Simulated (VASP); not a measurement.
# Ti in VASP: further runs

The runs below take Ti through relaxation of cell and atoms, single point, with r2SCAN.

Program: VASP 6.6.1. These are calculated values, not measurements. Logs are shortened: lines on timing, memory, paths and dates and some standing lists are left out, and cuts for length are marked.

## 1. The cell of the first run

It takes space group Im-3m (No. 229, cubic). The conventional cell has a = 3.241 Å, b = 3.241 Å, c = 3.241 Å, α = 90.00°, β = 90.00°, γ = 90.00°. Ti (site symmetry m-3m) has 14 Ti at 2.81 to 3.24 Å within 3.7 Å.

## 2. Relaxation of cell and atoms, r2SCAN, target pressure 1 GPa, at which the enthalpy is minimised

Contents of POSCAR:

```
Ti
1.0
   -1.6205174555      1.6205174555      1.6205174555
    1.6205174555     -1.6205174555      1.6205174555
    1.6205174555      1.6205174555     -1.6205174555
Ti
1
Direct
    0.0000000000      0.0000000000      0.0000000000
```

Contents of INCAR.step1:

```
SYSTEM = Ti
PREC = Accurate
ENCUT = 600
ISMEAR = 0
SIGMA = 0.1
LREAL = .False.
LASPH = .True.
NELM = 80
GGA = PE
ALGO = Normal
EDIFF = 1E-4
LWAVE = .True.
LCHARG = .False.
```

Contents of INCAR.step2:

```
SYSTEM = Ti
PREC = Accurate
ENCUT = 600
EDIFF = 1E-6
ISMEAR = 0
SIGMA = 0.1
LREAL = .False.
LASPH = .True.
NELM = 80
ALGO = Normal
ISIF = 3
LWAVE = .False.
LCHARG = .False.
METAGGA = R2SCAN
LMIXTAU = .True.
IBRION = 2
NSW = 70
EDIFFG = -0.008
PSTRESS = 10.0
ISTART = 1
```

Contents of KPOINTS:

```
Automatic mesh
0
Gamma
  18 18 18
  0 0 0
```

Potentials or basis: VASP PAW PBE potentials, release 64 (Ti_sv).

Command:

```console
cat potpaw_PBE.64/Ti_sv/POTCAR > POTCAR
cp INCAR.step1 INCAR
mpirun -np 1 vasp_std > vasp.out
cp INCAR.step2 INCAR
mpirun -np 1 vasp_std > vasp.out
```

OUTCAR:

```text
SYSTEM = Ti
   PREC = Accurate
   ENCUT = 600
   EDIFF = 1E-6
   ISMEAR = 0
   LREAL = .False.
   LASPH = .True.
   NELM = 80
   ISIF = 3
   METAGGA = R2SCAN
   IBRION = 2
   NSW = 70
   EDIFFG = -0.008
   PSTRESS = 10.0
   ISTART = 1

 ion  position               nearest neighbor table
   1  0.000  0.000  0.000-

  LATTYP: Found a body centered cubic cell.
 ALAT       =     3.2410349110

  Lattice vectors:

 A1 = (  -1.6205174555,   1.6205174555,   1.6205174555)
 A2 = (   1.6205174555,  -1.6205174555,   1.6205174555)
 A3 = (   1.6205174555,   1.6205174555,  -1.6205174555)

Analysis of symmetry for initial positions (statically):
=====================================================================
 Subroutine PRICEL returns:
 Original cell was already a primitive cell.

 Routine SETGRP: Setting up the symmetry group for a
 body centered cubic supercell.

 Subroutine GETGRP returns: Found 48 space group operations
 (whereof 48 operations were pure point group operations)
 out of a pool of 48 trial point group operations.

The static configuration has the point symmetry O_h .

Analysis of symmetry for dynamics (positions and initial velocities):
=====================================================================
 Subroutine PRICEL returns:
 Original cell was already a primitive cell.

 Routine SETGRP: Setting up the symmetry group for a
 body centered cubic supercell.

 Subroutine GETGRP returns: Found 48 space group operations
 (whereof 48 operations were pure point group operations)
 out of a pool of 48 trial point group operations.

The dynamic configuration has the point symmetry O_h .

 Subroutine INISYM returns: Found 48 space group operations
 (whereof 48 operations are pure point group operations),
 and found     1 'primitive' translations

----------------------------------------------------------------------------------------

                                     Primitive cell

  volume of cell :      17.0224

  direct lattice vectors                    reciprocal lattice vectors
    -1.620517455  1.620517455  1.620517455     0.000000000  0.308543421  0.308543421
     1.620517455 -1.620517455  1.620517455     0.308543421  0.000000000  0.308543421
     1.620517455  1.620517455 -1.620517455     0.308543421  0.308543421  0.000000000

  length of vectors
     2.806818567  2.806818567  2.806818567     0.436346291  0.436346291  0.436346291

  position of ions in fractional coordinates (direct lattice)
     0.000000000  0.000000000  0.000000000

  ion indices of the primitive-cell ions
   primitive index   ion index
                 1           1

----------------------------------------------------------------------------------------

 KPOINTS: Automatic mesh

Automatic generation of k-mesh.
 Grid dimensions read from file:
 generate k-points for:   18   18   18

 Generating k-lattice:

  Cartesian coordinates                     Fractional coordinates (reciprocal lattice)
     0.000000000  0.017141301  0.017141301     0.055555556  0.000000000  0.000000000
     0.017141301  0.000000000  0.017141301     0.000000000  0.055555556  0.000000000
     0.017141301  0.017141301  0.000000000     0.000000000  0.000000000  0.055555556

  Length of vectors
     0.024241461  0.024241461  0.024241461

  Shift w.r.t. Gamma in fractional coordinates (k-lattice)
     0.000000000  0.000000000  0.000000000

 Subroutine IBZKPT returns following result:
 ===========================================

 Found    195 irreducible k-points:

 Following reciprocal coordinates:
            Coordinates               Weight
  0.000000  0.000000  0.000000      1.000000
  0.055556  0.000000  0.000000     12.000000
  0.111111  0.000000  0.000000     12.000000
  0.166667  0.000000  0.000000     12.000000
  0.222222  0.000000  0.000000     12.000000
  0.277778  0.000000  0.000000     12.000000
[... 16 lines left out ...]
  0.333333  0.111111  0.000000     48.000000
  0.388889  0.111111  0.000000     48.000000
 [... further k-points ...]
   k-points           NKPTS =    195   k-points in BZ     NKDIM =    195   number of bands    NBANDS=     10
   number of dos      NEDOS =    301   number of ions     NIONS =      1
   total plane-waves  NPLWV =  13824
   dimension x,y,z NGX =    24 NGY =   24 NGZ =   24
   dimension x,y,z NGXF=    48 NGYF=   48 NGZF=   48
   ions per type =               1
   NGX,Y,Z   is equivalent  to a cutoff of  14.22, 14.22, 14.22 a.u.
   NGXF,Y,Z  is equivalent  to a cutoff of  28.43, 28.43, 28.43 a.u.
 SYSTEM =  Ti
   PREC   = accura    normal or accurate (medium, high low for compatibility)
   ISTART =      1    job   : 0-new  1-cont  2-samecut
   ICHARG =      0    charge: 1-file 2-atom 10-const
   ISPIN  =      1    spin polarized calculation?
   LNONCOLLINEAR =      F non collinear calculations
   LSORBIT =      F    spin-orbit coupling
   LASPH  =      T    aspherical Exc in radial PAW
   ENCUT  =  600.0 eV  44.10 Ry    6.64 a.u.   5.61  5.61  5.61*2*pi/ulx,y,z
   NELM   =     80;   NELMIN=  2; NELMDL=  0     # of ELM steps
   EDIFF  = 0.1E-05   stopping-criterion for ELM
   LREAL  =      F    real-space projection
   EDIFFG = -.8E-02   stopping-criterion for IOM
   NSW    =     70    number of steps for IOM
   IBRION =      2    ionic relax: 0-MD 1-quasi-New 2-CG
   NFREE  =      1    steps in history (QN), initial steepest desc. (CG)
   ISIF   =      3    stress and relaxation
   ISYM   =      2    0-nonsym 1-usesym 2-fastsym
   POTIM  = 0.5000    time-step for ionic-motion
   TEBEG  =    0.0;   TEEND  =   0.0 temperature during run
   PSTRESS=   10.0 pullay stress
   NELECT =      12.0000    total number of electrons
   NUPDOWN=      -1.0000    fix difference up-down
   EMIN   =  10.00;   EMAX   =-10.00  energy-range for DOS
   EFERMI =   0.00;   METHOD = LEGACY
   ISMEAR =     0;   SIGMA  =   0.10  broadening in eV -4-tet -1-fermi 0-gaus
   EFERMI_NEDOS =   21; number of points for ismear=-14 and -15
   IALGO  =     38    algorithm
   IMIX   =      4    mixing-type and parameters
     AMIX     =   0.40;   BMIX     =  1.00
     AMIX_MAG =   1.60;   BMIX_MAG =  1.00
  volume/ion in A,a.u.               =      17.02       114.87
  Fermi-wavevector in a.u.,A,eV,Ry     =   1.457007  2.753343 28.883378  2.122868
  Thomas-Fermi vector in A             =   2.573858
   LORBIT       =      0    0 simple, 1 ext, 2 COOP (PROOUT), +10 PAW based schemes
   METAGGA = R2SCAN    functional components
   LHFCALC =     F    Hartree Fock is set to
   AEXX    =    0.0000 exact exchange contribution
   IVDW    =     0    specifies the selected vdW correction
   LEPSILON=     F    determine dielectric tensor
   LRPA    =     F    only Hartree local field effects (RPA)
 conjugate gradient relaxation of ions
 non-spin polarized calculation
 Gauss-broadening in eV      SIGMA  =   0.10
  energy-cutoff  :      600.00
  volume of cell :       17.02
 maximum number of plane-waves:       586
   NGX = 11   NGY = 11   NGZ = 11

--------------------------------------- Ionic step        1  -------------------------------------------

 number of electron      11.9999996 magnetization

 Free energy of the ion-electron system (eV)
  ---------------------------------------------------
  ext. energy  EPLUGINS =         0.00000000
  ---------------------------------------------------
  free energy    TOTEN  =       -12.81790770 eV

  energy without entropy =      -12.80823380  energy(sigma->0) =      -12.81307075

------------------------ aborting loop because EDIFF is reached ----------------------------------------

  FORCE on cell =-STRESS in cart. coord.  units (eV):
  Direction    XX          YY          ZZ          XY          YZ          ZX
  --------------------------------------------------------------------------------------
  -------------------------------------------------------------------------------------
  Total        0.1681801      0.1681801      0.1681801     -0.0000000      0.0000000     -0.0000000
  in kB       15.8293820     15.8293820     15.8293820     -0.0000000      0.0000000     -0.0000000
  external PRESSURE =       5.8293820 kB  Pullay stress =      10.0000000 kB
[... 96 lines left out ...]
  enthalpy is  TOTEN    =       -12.7118237010 eV   P V=        0.1067973029

--------------------------------------- Ionic step        4  -------------------------------------------

 number of electron      11.9999996 magnetization

 Free energy of the ion-electron system (eV)
  ---------------------------------------------------
  ext. energy  EPLUGINS =         0.00000000
  ---------------------------------------------------
  free energy    TOTEN  =       -12.81851751 eV

  energy without entropy =      -12.80876429  energy(sigma->0) =      -12.81364090

 E-fermi :   8.2914     XC(G=0): -12.4815

 val. band max:        8.2769176002   @ k =   0.3333   0.0000   0.0000
 cond. band min:       8.2928001704   @ k =  -0.3889   0.3889   0.1111
 fundamental gap:      0.0158825702
 Fermi energy:         8.2913741342

 k-point     1 :       0.0000    0.0000    0.0000
  band No.  band energies     occupation
      1     -50.5853      2.00000
      2     -25.3705      2.00000
      3     -25.3705      2.00000
      4     -25.3705      2.00000
      5       1.9175      2.00000
      6       9.4480      0.00000
      7       9.4480      0.00000
      8       9.4480      0.00000
      9      11.2629      0.00000
     10      11.2629      0.00000
[... 287 lines left out ...]
 k-point    24 :       0.3889    0.1111    0.0000
  band No.  band energies     occupation
      1     -50.4390      2.00000
      2     -26.0555      2.00000
      3     -25.6161      2.00000
      4     -25.4070      2.00000
      5       5.8938      2.00000
      6       7.9810      1.99999
      7       8.7095      0.00000
      8      11.1959      0.00000
      9      11.7610      0.00000
     10      13.1808      0.00000

 [... further k-points ...]

------------------------ aborting loop because EDIFF is reached ----------------------------------------

  FORCE on cell =-STRESS in cart. coord.  units (eV):
  Direction    XX          YY          ZZ          XY          YZ          ZX
  --------------------------------------------------------------------------------------
  -------------------------------------------------------------------------------------
  Total        0.1042510      0.1042510      0.1042510     -0.0000000     -0.0000000     -0.0000000
  in kB        9.7704797      9.7704797      9.7704797     -0.0000000     -0.0000000     -0.0000000
  external PRESSURE =      -0.2295203 kB  Pullay stress =      10.0000000 kB
[... 16 lines left out ...]
  FREE ENERGIE OF THE ION-ELECTRON SYSTEM (eV)
  ---------------------------------------------------
  free  energy   TOTEN  =       -12.8185175098 eV

  energy  without entropy=      -12.8087642941  energy(sigma->0) =      -12.81364090

  enthalpy is  TOTEN    =       -12.7118175750 eV   P V=        0.1066999348

 reached required accuracy - stopping structural energy minimisation
```

Wall time 7.1 min (1 thread of AMD EPYC 9R45 (Zen 5), shared host); peak memory 0.14 GiB.

What came out:

| Item | Value |
| --- | --- |
| Free energy | -12.8185 eV |
| Relaxed volume | 17.10 Å³/atom |
| Relaxed cell | a = 2.811 Å, b = 2.811 Å, c = 2.811 Å, α = 109.47°, β = 109.47°, γ = 109.47° |
| Space group after relaxing (to 0.05 Å) | Im-3m (No. 229) |
| Energy change on relaxing (the enthalpy is what falls) | -0.6 meV/atom |
| Ionic steps | 4 |
| Pressure after relaxing | 1.0 GPa |
| Band gap on the k mesh | zero (band 6 reaches 9.45 eV, above the bottom of band 7 at 7.60 eV) |

Step by step:
```csv
step,energy change (eV),largest force (eV/Å),pressure (GPa),volume (Å³)
1,0.0000,0.0000,1.58,17.02
2,-0.0010,0.0000,0.70,17.18
3,-0.0007,0.0000,0.88,17.11
4,-0.0006,0.0000,0.98,17.10
```

Final structure:
```
CELL_PARAMETERS angstrom
-1.62282 1.62282 1.62282
1.62282 -1.62282 1.62282
1.62282 1.62282 -1.62282
ATOMIC_POSITIONS crystal
Ti 0.00000 0.00000 0.00000
```

Caveat: the cell is relaxed towards a set pressure, so the enthalpy falls and the energy may rise; the PAW data sets were made with another functional, which shifts forces and pressure a little. Zero-point motion and thermal expansion aren't in these numbers.

(Part 1 of 2 ends here.)
